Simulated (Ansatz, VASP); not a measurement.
## Si3Ru in VASP and in Ansatz

```
Si Ru
1.0
     1.40588   -2.20082    0.00000
     1.40588    2.20082    0.00000
     0.00000    0.00000    8.80799
Si Ru
3 1
Direct
  0.50000 0.50000 0.75331
  0.00000 0.00000 0.50000
  0.50000 0.50000 0.24669
  0.00000 0.00000 0.00000
```

Change from the starting cell: species swapped into the Cu3Ni type (Cmmm, No. 65).

Alike in both runs: task single point; functional PBE; k mesh 8 × 8 × 2; occupations gaussian, width 0.1 eV; no spin polarisation.

```csv
,VASP,Ansatz
version,VASP 6.6.1,Ansatz 0.2.0
potentials or method,"VASP PAW PBE potentials, release 64 (Si, Ru_pv), cutoff 520 eV","scalar-relativistic, plane waves, PAW"
valence electrons in the cell,26,28
```

```tsv
	VASP	Ansatz	Ansatz less VASP
gap on the k mesh at the Fermi level (eV)	none	none	-
pressure (GPa)	3.7	3.8	+0.10
traceless stress, the component that is largest in VASP (GPa)	14.02	14.03	+0.009
rms of the force components (eV/Å)	0.406	0.408	+0.0025
```

Atom by atom the forces differ by 0.003 eV/Å (rms over components). A gap of «none» marks a metal or a gap that the smearing closes. VASP's potentials hold 26 valence electrons a cell and Ansatz's 28, so a difference there can come from the potentials and not from the codes.
